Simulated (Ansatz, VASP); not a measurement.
## One calculation of Ni2Os, two programs

```
Ni Os
1.0
     4.04891    0.00000    0.00000
    -2.02446    3.50646    0.00000
     0.00000    0.00000    2.53784
Ni Os
2 1
Direct
  0.33333 0.66667 0.50000
  0.66667 0.33333 0.50000
  0.00000 0.00000 0.00000
```

Alike in both runs: functional PBE; k mesh 6 × 6 × 6; occupations gaussian, width 0.1 eV; no spin polarisation.

Ansatz relaxed the structure, and its values are those at the end. VASP's run is a single point on that final structure, the one shown.

```csv
,VASP,Ansatz
version,VASP 6.6.1,Ansatz 0.2.0
potentials or method,"VASP PAW PBE potentials, release 64 (Ni, Os), cutoff 520 eV","scalar-relativistic, plane waves, PAW"
valence electrons in the cell,28,52
```

```csv
,VASP,Ansatz,Ansatz less VASP
gap on the k mesh at the Fermi level (eV),none,none,-
pressure (GPa),-0.2,-0.1,+0.11
```

A gap of «none» marks a metal or a gap that the smearing closes. VASP's potentials hold 28 valence electrons a cell and Ansatz's 52, so a difference there can come from the potentials and not from the codes.

The k mesh is coarse, so the values compare programs but aren't converged. Neither program's run includes spin-orbit coupling.
